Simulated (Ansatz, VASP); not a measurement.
Al in VASP and in Ansatz

File INCAR:

```
SYSTEM = Al
ALGO = Fast
EDIFF = 1E-7
ENCUT = 520
GGA = PS
ISIF = 2
ISMEAR = 0
LASPH = .True.
LCHARG = .True.
LELF = .True.
LREAL = .False.
LVHAR = .True.
LWAVE = .False.
NBANDS = 8
NELM = 60
PREC = Accurate
SIGMA = 0.15
```

Contents of KPOINTS:

```
k-points
0
Gamma
  26 26 26
  0 0 0
```

POSCAR

```
Al
1.0
   -1.5612980679      1.5612980679      1.6064390039
    1.5612980679     -1.5612980679      1.6064390039
    1.6515799399      1.6515799399     -1.6064390039
Al
1
Direct
    0.0000000000      0.0000000000      0.0000000000
```

Input for Ansatz:

```yaml
crystal:
  lattice:
    - [-1.5612980679, 1.5612980679, 1.6064390039]
    - [1.5612980679, -1.5612980679, 1.6064390039]
    - [1.6515799399, 1.6515799399, -1.6064390039]
  atoms:
    - { symbol: Al, position: [0.0, 0.0, 0.0] }
basis:
  ecutwfc: 420
kpoints:
  mp_grid: { grid: [26, 26, 26] }
hamiltonian:
  xc: pbesol
scf:
  occupations: { method: gaussian, width: 0.15 }
output:
  forces: true
  stress: true
  eigenvalues: true
```

Change from the starting cell: strain +0.0562 x Voigt [0, 0, 0, 0, 0, 1], atoms carried along.

Alike in both runs: task single point; functional PBEsol; k mesh 26 × 26 × 26; occupations gaussian, width 0.15 eV; no spin polarisation.

|  | VASP | Ansatz |
| --- | --- | --- |
| version | VASP 6.6.1 | Ansatz 0.2.0 |
| potentials or method | VASP PAW PBE potentials, release 64 (Al), cutoff 520 eV | scalar-relativistic, plane waves, PAW |
| valence electrons in the cell | 3 | 3 |

VASP gave:

- gap on the k mesh at the Fermi level (eV): none
- pressure (GPa): 0.3
- traceless stress, the component that is largest in VASP (GPa): -2.55

Problem. What did Ansatz give for the same quantities?

Solution. gap on the k mesh at the Fermi level (eV): none; pressure (GPa): 0.3; traceless stress, the component that is largest in VASP (GPa): -2.53.

VASP's potentials were made for PBE, not for PBEsol. A gap of «none» marks a metal or a gap that the smearing closes. The functional is the same, so the differences come from potentials, cutoffs and numerics.
